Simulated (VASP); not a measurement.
Here is a VASP 6.6.1 calculation.

Contents of INCAR:

```
ALGO = Normal
EDIFF = 1E-6
EDIFFG = -0.04
ENCUT = 600
GGA = PE
IBRION = 2
ISIF = 3
ISMEAR = 0
LASPH = True
LCHARG = False
LREAL = False
LWAVE = False
NELM = 60
NSW = 90
PREC = Accurate
SIGMA = 0.1
```

File KPOINTS:

```
k-points
0
Gamma
  6 6 6
```

Contents of POSCAR:

```
LiRu
1.0
    2.9533133967      0.0000000000      0.0000000000
    0.0000000000      2.9533133967      0.0000000000
    0.0000000000      0.0000000000      2.9533133967
Li Ru
1 1
Direct
    0.0000000000      0.0000000000      0.0000000000
    0.5000000000      0.5000000000      0.5000000000
```

Potentials or basis: VASP PAW PBE potentials, release 64 (Li_sv, Ru_pv).

Launch:

```bash
$ cat potpaw_PBE.64/Li_sv/POTCAR potpaw_PBE.64/Ru_pv/POTCAR > POTCAR
$ mpirun -np 1 vasp_std > vasp.out
```

(1) Predict the relaxed volume.

(2) What does it give for the space group after relaxing (to 0.05 Å)?

(3) Predict the relaxed cell.

## Answers

(1) 12.19 Å³/atom.

(2) Pm-3m (No. 221).

(3) a = 2.899 Å, b = 2.899 Å, c = 2.899 Å, α = 90.00°, β = 90.00°, γ = 90.00°.

Caveat: the cutoff is under 1.25 times the usual one of these potentials, so pressure, stress and relaxed cells hold a basis-set (Pulay) error.
